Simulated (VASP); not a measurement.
Input of a VASP 6.6.1 run:

Contents of POSCAR:

```
Sc
1.0
    3.3289198330      0.0000000000      0.0000000000
   -1.6644599165      2.8829291425      0.0000000000
    0.0000000000      0.0000000000      5.2033936219
Sc
2
Direct
    0.3333333333      0.6666666667      0.2500000000
    0.6666666667      0.3333333333      0.7500000000
```

The input INCAR.step1:

```
PREC = Accurate ; ENCUT = 520
ISMEAR = -1 ; SIGMA = 0.08
LREAL = False ; LASPH = True
NELM = 100 ; NBANDS = 18
GGA = PE ; ALGO = Normal
EDIFF = 1E-4 ; LWAVE = True
LCHARG = False
```

The input INCAR.step2:

```
PREC = Accurate ; ENCUT = 520
EDIFF = 1E-7 ; ISMEAR = -1
SIGMA = 0.08 ; LREAL = False
LASPH = True ; NELM = 100
ALGO = Normal ; ISIF = 2
LWAVE = False ; LCHARG = False
METAGGA = R2SCAN ; LMIXTAU = True
NBANDS = 18 ; ISTART = 1
```

KPOINTS

```
regular mesh
0
Gamma
  14 14 8
```

Potentials or basis: VASP PAW PBE potentials, release 64 (Sc_sv).

Launch:

```sh
$ cat potpaw_PBE.64/Sc_sv/POTCAR > POTCAR
$ cp INCAR.step1 INCAR
$ mpirun -np 1 vasp_std > vasp.out
$ cp INCAR.step2 INCAR
$ mpirun -np 1 vasp_std > vasp.out
```

Question: What does it give for the pressure?

Answer: 0.2 GPa.

Question: Estimate the band gap on the k mesh.

Answer: Zero (band 11 reaches 4.73 eV, above the bottom of band 12 at 3.17 eV).

Caveat: the PAW data sets were made with another functional, which shifts forces and pressure a little.
